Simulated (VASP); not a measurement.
# CaSe (I4/mmm) in VASP: a series of runs

Runs on CaSe. Level: PBE. Tasks: single point.

Program: VASP 6.6.1. These are calculated values, not measurements. Logs are shortened: lines on timing, memory, paths and dates and some standing lists are left out, and cuts for length are marked.

## (1) The cell of the first run

It takes space group I4/mmm (No. 139, tetragonal). Conventional cell: a = 4.323 Å, b = 4.323 Å, c = 5.876 Å, α = 90.00°, β = 90.00°, γ = 90.00°. Ca (site symmetry 4/mmm) has 6 Se at 2.94 to 3.06 Å within 3.9 Å. Se (site symmetry 4/mmm) has 6 Ca at 2.94 to 3.06 Å within 3.9 Å.

## (2) Single point, PBE (epitaxial xy strain +3.0%)

The input, INCAR:

```
PREC = Accurate
ENCUT = 520
EDIFF = 1E-6
ISMEAR = 0
SIGMA = 0.01
LREAL = F
LASPH = T
NELM = 80
ALGO = Normal
ISIF = 2
LWAVE = F
LCHARG = F
GGA = PE
NBANDS = 15
```

The input, KPOINTS:

```
regular mesh
0
Gamma
  4 4 4
```

The input, POSCAR:

```
CaSe
1.0
    0.0000000000      3.0565611637      2.9378032962
    3.0565611637      0.0000000000      2.9378032962
    3.0565611637      3.0565611637      0.0000000000
Ca Se
1 1
Direct
    0.0000000000      0.0000000000      0.0000000000
    0.5000000000      0.5000000000      0.5000000000
```

Potentials or basis: VASP PAW PBE potentials, release 64 (Ca_sv, Se).

Command:

```
> cat potpaw_PBE.64/Ca_sv/POTCAR potpaw_PBE.64/Se/POTCAR > POTCAR
> mpirun -np 1 vasp_std > vasp.out
```

OUTCAR:

```text
PREC = Accurate
   ENCUT = 520
   EDIFF = 1E-6
   ISMEAR = 0
   LREAL = F
   LASPH = T
   NELM = 80
   ISIF = 2
   GGA = PE

 ion  position               nearest neighbor table
   1  0.000  0.000  0.000-   2 2.94   2 2.94
   2  0.500  0.500  0.500-   1 2.94   1 2.94

  LATTYP: Found a body centered tetragonal cell.
 ALAT       =     4.3226302519
 C/A-ratio  =     1.3592665229

  Lattice vectors:

 A1 = (   0.0000000000,  -3.0565611637,  -2.9378032962)
 A2 = (   0.0000000000,   3.0565611637,  -2.9378032962)
 A3 = (   3.0565611637,   0.0000000000,   2.9378032962)

Analysis of symmetry for initial positions (statically):
=====================================================================
 Subroutine PRICEL returns:
 Original cell was already a primitive cell.

 Routine SETGRP: Setting up the symmetry group for a
 body centered tetragonal supercell.

 Subroutine GETGRP returns: Found 16 space group operations
 (whereof 16 operations were pure point group operations)
 out of a pool of 16 trial point group operations.

The static configuration has the point symmetry D_4h.

Analysis of symmetry for dynamics (positions and initial velocities):
=====================================================================
 Subroutine PRICEL returns:
 Original cell was already a primitive cell.

 Routine SETGRP: Setting up the symmetry group for a
 body centered tetragonal supercell.

 Subroutine GETGRP returns: Found 16 space group operations
 (whereof 16 operations were pure point group operations)
 out of a pool of 16 trial point group operations.

The dynamic configuration has the point symmetry D_4h.

 Subroutine INISYM returns: Found 16 space group operations
 (whereof 16 operations are pure point group operations),
 and found     1 'primitive' translations

----------------------------------------------------------------------------------------

                                     Primitive cell

  volume of cell :      54.8932

  direct lattice vectors                    reciprocal lattice vectors
     0.000000000  3.056561164  2.937803296    -0.163582527  0.163582527  0.170195193
     3.056561164  0.000000000  2.937803296     0.163582527 -0.163582527  0.170195193
     3.056561164  3.056561164  0.000000000     0.163582527  0.163582527 -0.170195193

  length of vectors
     4.239487511  4.239487511  4.322630252     0.287201829  0.287201829  0.287201829

  position of ions in fractional coordinates (direct lattice)
     0.000000000  0.000000000  0.000000000
     0.500000000  0.500000000  0.500000000

  ion indices of the primitive-cell ions
   primitive index   ion index
                 1           1
                 2           2

----------------------------------------------------------------------------------------

 KPOINTS: regular mesh

Automatic generation of k-mesh.
 Grid dimensions read from file:
 generate k-points for:    4    4    4

 Generating k-lattice:

  Cartesian coordinates                     Fractional coordinates (reciprocal lattice)
    -0.040895632  0.040895632  0.042548798     0.250000000  0.000000000  0.000000000
     0.040895632 -0.040895632  0.042548798     0.000000000  0.250000000  0.000000000
     0.040895632  0.040895632 -0.042548798     0.000000000  0.000000000  0.250000000

  Length of vectors
     0.071800457  0.071800457  0.071800457

  Shift w.r.t. Gamma in fractional coordinates (k-lattice)
     0.000000000  0.000000000  0.000000000

 Subroutine IBZKPT returns following result:
 ===========================================

 Found     13 irreducible k-points:

 Following reciprocal coordinates:
            Coordinates               Weight
  0.000000  0.000000  0.000000      1.000000
  0.250000  0.000000  0.000000      8.000000
  0.500000  0.000000  0.000000      4.000000
  0.250000  0.250000  0.000000      2.000000
  0.500000  0.250000  0.000000      8.000000
 -0.250000  0.250000  0.000000      4.000000
  0.500000  0.500000  0.000000      1.000000
  0.250000  0.000000  0.250000      4.000000
  0.500000  0.000000  0.250000     16.000000
 -0.250000 -0.000000  0.250000      8.000000
 -0.250000  0.500000  0.250000      4.000000
  0.500000  0.000000  0.500000      2.000000
 -0.250000  0.250000  0.500000      2.000000
   k-points           NKPTS =     13   k-points in BZ     NKDIM =     13   number of bands    NBANDS=     15
   number of dos      NEDOS =    301   number of ions     NIONS =      2
   total plane-waves  NPLWV =  32768
   dimension x,y,z NGX =    32 NGY =   32 NGZ =   32
   dimension x,y,z NGXF=    64 NGYF=   64 NGZF=   64
   ions per type =               1   1
   NGX,Y,Z   is equivalent  to a cutoff of  12.55, 12.55, 12.31 a.u.
   NGXF,Y,Z  is equivalent  to a cutoff of  25.10, 25.10, 24.61 a.u.
 SYSTEM =  unknown system
   PREC   = accura    normal or accurate (medium, high low for compatibility)
   ISTART =      0    job   : 0-new  1-cont  2-samecut
   ICHARG =      2    charge: 1-file 2-atom 10-const
   ISPIN  =      1    spin polarized calculation?
   LNONCOLLINEAR =      F non collinear calculations
   LSORBIT =      F    spin-orbit coupling
   LASPH  =      T    aspherical Exc in radial PAW
   ENCUT  =  520.0 eV  38.22 Ry    6.18 a.u.   7.88  7.88  8.04*2*pi/ulx,y,z
   NELM   =     80;   NELMIN=  2; NELMDL= -5     # of ELM steps
   EDIFF  = 0.1E-05   stopping-criterion for ELM
   LREAL  =      F    real-space projection
   EDIFFG = 0.1E-04   stopping-criterion for IOM
   NSW    =      0    number of steps for IOM
   IBRION =     -1    ionic relax: 0-MD 1-quasi-New 2-CG
   NFREE  =      0    steps in history (QN), initial steepest desc. (CG)
   ISIF   =      2    stress and relaxation
   ISYM   =      2    0-nonsym 1-usesym 2-fastsym
   POTIM  = 0.5000    time-step for ionic-motion
   TEBEG  =    0.0;   TEEND  =   0.0 temperature during run
   PSTRESS=    0.0 pullay stress
   NELECT =      16.0000    total number of electrons
   NUPDOWN=      -1.0000    fix difference up-down
   EMIN   =  10.00;   EMAX   =-10.00  energy-range for DOS
   EFERMI =   0.00;   METHOD = LEGACY
   ISMEAR =     0;   SIGMA  =   0.01  broadening in eV -4-tet -1-fermi 0-gaus
   EFERMI_NEDOS =   21; number of points for ismear=-14 and -15
   IALGO  =     38    algorithm
   IMIX   =      4    mixing-type and parameters
     AMIX     =   0.40;   BMIX     =  1.00
     AMIX_MAG =   1.60;   BMIX_MAG =  1.00
  volume/ion in A,a.u.               =      27.45       185.22
  Fermi-wavevector in a.u.,A,eV,Ry     =   1.085447  2.051197 16.030312  1.178195
  Thomas-Fermi vector in A             =   2.221561
   LORBIT       =      0    0 simple, 1 ext, 2 COOP (PROOUT), +10 PAW based schemes
   GGA     = PE    functional components
   LHFCALC =     F    Hartree Fock is set to
   AEXX    =    0.0000 exact exchange contribution
   IVDW    =     0    specifies the selected vdW correction
   LEPSILON=     F    determine dielectric tensor
   LRPA    =     F    only Hartree local field effects (RPA)
 non-spin polarized calculation
 Gauss-broadening in eV      SIGMA  =   0.01
  energy-cutoff  :      520.00
  volume of cell :       54.89
 maximum number of plane-waves:      1506
   NGX = 15   NGY = 15   NGZ = 17

 number of electron      16.0000002 magnetization

 Free energy of the ion-electron system (eV)
  ---------------------------------------------------
  ext. energy  EPLUGINS =         0.00000000
  ---------------------------------------------------
  free energy    TOTEN  =        -9.44971444 eV

  energy without entropy =       -9.44971444  energy(sigma->0) =       -9.44971444

 E-fermi :   2.1561     XC(G=0):  -8.9022

 val. band max:        2.0621660012   @ k =   0.0000   0.0000   0.0000
 cond. band min:       4.1930828124   @ k =   0.5000   0.5000   0.0000
 fundamental gap:      2.1309168113
 Fermi energy:         2.1561207504

 k-point     1 :       0.0000    0.0000    0.0000
  band No.  band energies     occupation
      1     -37.8796      2.00000
      2     -18.8686      2.00000
      3     -18.8686      2.00000
      4     -18.8548      2.00000
      5      -9.5421      2.00000
      6       2.0617      2.00000
      7       2.0617      2.00000
      8       2.0622      2.00000
      9       5.0466      0.00000
     10       5.6924      0.00000
     11       5.6924      0.00000
     12       5.9317      0.00000
     13       6.2173      0.00000
     14       6.4021      0.00000
     15      11.6940      0.00000

 k-point     2 :       0.2500    0.0000    0.0000
  band No.  band energies     occupation
      1     -37.8772      2.00000
      2     -18.9078      2.00000
      3     -18.8731      2.00000
      4     -18.8611      2.00000
      5      -9.2592      2.00000
      6       0.1769      2.00000
      7       1.4267      2.00000
      8       1.4351      2.00000
      9       5.7147      0.00000
     10       6.4028      0.00000
     11       6.4823      0.00000
     12       7.3277      0.00000
     13       7.4650      0.00000
     14       7.8081      0.00000
     15      11.1143      0.00000

 k-point     3 :       0.5000    0.0000    0.0000
  band No.  band energies     occupation
      1     -37.8748      2.00000
      2     -18.9501      2.00000
      3     -18.8776      2.00000
      4     -18.8633      2.00000
      5      -8.9448      2.00000
      6      -1.0098      2.00000
      7       0.9708      2.00000
      8       0.9788      2.00000
      9       6.4673      0.00000
     10       7.3379      0.00000
     11       7.4079      0.00000
     12       7.4502      0.00000
     13       9.0697      0.00000
     14       9.3438      0.00000
     15       9.7332      0.00000
[... 145 lines left out ...]
 k-point    12 :       0.5000    0.0000    0.5000
  band No.  band energies     occupation
      1     -37.8735      2.00000
      2     -18.9310      2.00000
      3     -18.8890      2.00000
      4     -18.8823      2.00000
      5      -9.0423      2.00000
      6      -0.3437      2.00000
      7       1.1815      2.00000
      8       1.2763      2.00000
      9       4.2178      0.00000
     10       6.7663      0.00000
     11       7.0669      0.00000
     12       7.8147      0.00000
     13       7.8316      0.00000
     14       7.9510      0.00000
     15      11.7173      0.00000

 k-point    13 :      -0.2500    0.2500    0.5000
  band No.  band energies     occupation
      1     -37.8735      2.00000
      2     -18.9099      2.00000
      3     -18.9099      2.00000
      4     -18.8889      2.00000
      5      -8.9449      2.00000
      6       0.2029      2.00000
      7       0.2029      2.00000
      8       0.3927      2.00000
      9       6.5769      0.00000
     10       6.5769      0.00000
     11       7.0402      0.00000
     12       7.4703      0.00000
     13       7.8390      0.00000
     14      10.6554      0.00000
     15      11.0161      0.00000

------------------------ aborting loop because EDIFF is reached ----------------------------------------

  FORCE on cell =-STRESS in cart. coord.  units (eV):
  Direction    XX          YY          ZZ          XY          YZ          ZX
  --------------------------------------------------------------------------------------
  -------------------------------------------------------------------------------------
  Total       -0.7780084     -0.7780084      0.2685555      0.0000000      0.0000000      0.0000000
  in kB      -22.7078470    -22.7078470      7.8383683      0.0000000      0.0000000      0.0000000
  external PRESSURE =     -12.5257753 kB  Pullay stress =       0.0000000 kB

 VOLUME and BASIS-vectors are now :
 -----------------------------------------------------------------------------
  energy-cutoff  :      520.00
  volume of cell :       54.89
      direct lattice vectors                 reciprocal lattice vectors
     0.000000000  3.056561164  2.937803296    -0.163582527  0.163582527  0.170195193
     3.056561164  0.000000000  2.937803296     0.163582527 -0.163582527  0.170195193
     3.056561164  3.056561164  0.000000000     0.163582527  0.163582527 -0.170195193

 POSITION                                       TOTAL-FORCE (eV/Angst)
 -----------------------------------------------------------------------------------
      0.00000      0.00000      0.00000         0.000000     -0.000000     -0.000000
      3.05656      3.05656      2.93780        -0.000000      0.000000      0.000000
 -----------------------------------------------------------------------------------
    total drift:                                0.000000     -0.000000     -0.000000

  FREE ENERGIE OF THE ION-ELECTRON SYSTEM (eV)
  ---------------------------------------------------
  free  energy   TOTEN  =        -9.4497144371 eV

  energy  without entropy=       -9.4497144371  energy(sigma->0) =       -9.44971444
```

It took 9.9 s on 1 thread of Intel Xeon Platinum 8259CL at 2.50GHz (Skylake/Cascade Lake), shared host; peak memory 0.17 GiB.

Results:

- Free energy: -9.4497 eV
- Pressure: -1.3 GPa
- Band gap on the k mesh: 2.13 eV, indirect (least direct gap 2.94 eV)

Caveat: the k points lie up to 0.45 Å⁻¹ apart; the cell differs from its parent crystal (epitaxial xy strain +3.0%). A k mesh can miss the band edges.

## (3) Single point, PBE (epitaxial xy strain +4.0%)

The input, INCAR:

```
  PREC = Accurate
  ENCUT = 520
  EDIFF = 1E-6
  ISMEAR = 0
  SIGMA = 0.01
  LREAL = F
  LASPH = T
  NELM = 100
  ALGO = Normal
  ISIF = 2
  LWAVE = F
  LCHARG = T
  GGA = PE
  LELF = T
  LVHAR = T
  NBANDS = 15
```

The input, KPOINTS:

```
Automatic mesh
0
Gamma
  4 4 4
```

The input, POSCAR:

```
CaSe
1.0
    0.0000000000      3.0862365148      2.9283868856
    3.0862365148      0.0000000000      2.9283868856
    3.0862365148      3.0862365148      0.0000000000
Ca Se
1 1
Direct
    0.0000000000      0.0000000000      0.0000000000
    0.5000000000      0.5000000000      0.5000000000
```

Potentials or basis: VASP PAW PBE potentials, release 64 (Ca_sv, Se).

Command:

```
> cat potpaw_PBE.64/Ca_sv/POTCAR potpaw_PBE.64/Se/POTCAR > POTCAR
> mpirun -np 1 vasp_std > vasp.out
```

Wall time 10 s (1 thread of Intel Xeon Platinum 8259CL at 2.50GHz (Skylake/Cascade Lake), shared host); peak memory 0.17 GiB.

The run converged. Its results:

```
Free energy            : -9.4312 eV
Pressure               : -1.8 GPa
Band gap on the k mesh : 2.16 eV, indirect (least direct gap 2.88 eV)
```

Stress tensor (GPa, compression positive):
```
-3.06  0.00  0.00
 0.00 -3.06  0.00
 0.00  0.00  0.76
```

Levels at points of the mesh, in eV from the valence-band top:
```tsv
k point	band 4	band 5	band 6	band 7	band 8	band 9	band 10	band 11	band 12	band 13
(0.00, 0.00, 0.00)	-20.96	-11.56	-0.01	0.00	0.00	2.88	3.61	3.61	3.92	4.12
(0.50, 0.00, 0.00)	-20.97	-10.98	-3.02	-1.07	-1.06	4.37	5.22	5.31	5.36	6.87
(0.50, 0.50, 0.00)	-21.01	-11.03	-2.24	-0.98	-0.98	2.16	4.70	4.96	5.76	5.76
(0.50, 0.00, 0.50)	-20.99	-11.08	-2.37	-0.87	-0.74	2.19	4.61	5.00	5.69	5.70
```

Caveat: the k points lie up to 0.45 Å⁻¹ apart; the cell differs from its parent crystal (epitaxial xy strain +4.0%). A k mesh can miss the band edges.

## (4) Single point, PBE (epitaxial xy strain +4.0%)

The input, INCAR:

```
SYSTEM = CaSe
PREC = Accurate
ENCUT = 520
EDIFF = 1E-6
ISMEAR = -1
SIGMA = 0.02
LREAL = .False.
LASPH = .True.
NELM = 60
ALGO = Normal
ISIF = 2
LWAVE = .False.
LCHARG = .False.
GGA = PE
NBANDS = 15
```

The input, KPOINTS:

```
regular mesh
0
Gamma
  8 8 8
  0 0 0
```

POSCAR is that of step 3.

Command:

```
> cat potpaw_PBE.64/Ca_sv/POTCAR potpaw_PBE.64/Se/POTCAR > POTCAR
> mpirun -np 1 vasp_std > vasp.out
```

Wall time 28 s (1 thread of Intel Xeon Platinum 8259CL at 2.50GHz (Skylake/Cascade Lake), shared host); peak memory 0.2 GiB.

Results (log left out):

```
Free energy            : -9.4448 eV
Pressure               : -1.9 GPa
Band gap on the k mesh : 2.17 eV, indirect (least direct gap 2.88 eV)
```

Stress tensor (GPa, compression positive):
```
-3.15  0.00  0.00
 0.00 -3.15  0.00
 0.00  0.00  0.68
```

Levels at points of the mesh, in eV from the valence-band top:
```tsv
k point	band 4	band 5	band 6	band 7	band 8	band 9	band 10	band 11	band 12	band 13
(0.00, 0.00, 0.00)	-20.95	-11.56	-0.01	0.00	0.00	2.88	3.62	3.62	3.93	4.13
(0.50, 0.00, 0.00)	-20.95	-10.99	-3.01	-1.06	-1.06	4.38	5.23	5.33	5.37	6.88
(0.50, 0.50, 0.00)	-20.99	-11.03	-2.23	-0.98	-0.98	2.17	4.70	4.98	5.77	5.77
(0.50, 0.00, 0.50)	-20.97	-11.08	-2.37	-0.87	-0.74	2.20	4.62	5.01	5.70	5.71
```

Caveat: the cell differs from its parent crystal (epitaxial xy strain +4.0%).

## (5) Overview

| cell | k mesh | smearing | gap on the mesh (eV) | pressure (GPa) |
| --- | --- | --- | --- | --- |
| a = 4.239, b = 4.239, c = 4.323 Å, angles 59.3, 59.3, 61.3°, 2 atoms | 4 × 4 × 4 | gaussian 0.01 eV | 2.13 | -1.3 |
| a = 4.254, b = 4.254, c = 4.365 Å, angles 59.1, 59.1, 61.7°, 2 atoms | 4 × 4 × 4 | gaussian 0.01 eV | 2.16 | -1.8 |
| a = 4.254, b = 4.254, c = 4.365 Å, angles 59.1, 59.1, 61.7°, 2 atoms | 8 × 8 × 8 | fermi-dirac 0.02 eV | 2.17 | -1.9 |

Alike in all rows: task single point; level PBE; potentials or basis VASP PAW PBE potentials, release 64 (Ca_sv, Se); no spin polarisation; cutoff (eV) 520.

Caveats: some runs use coarse meshes.

Absolute energies hang on the potentials; compare differences alone.
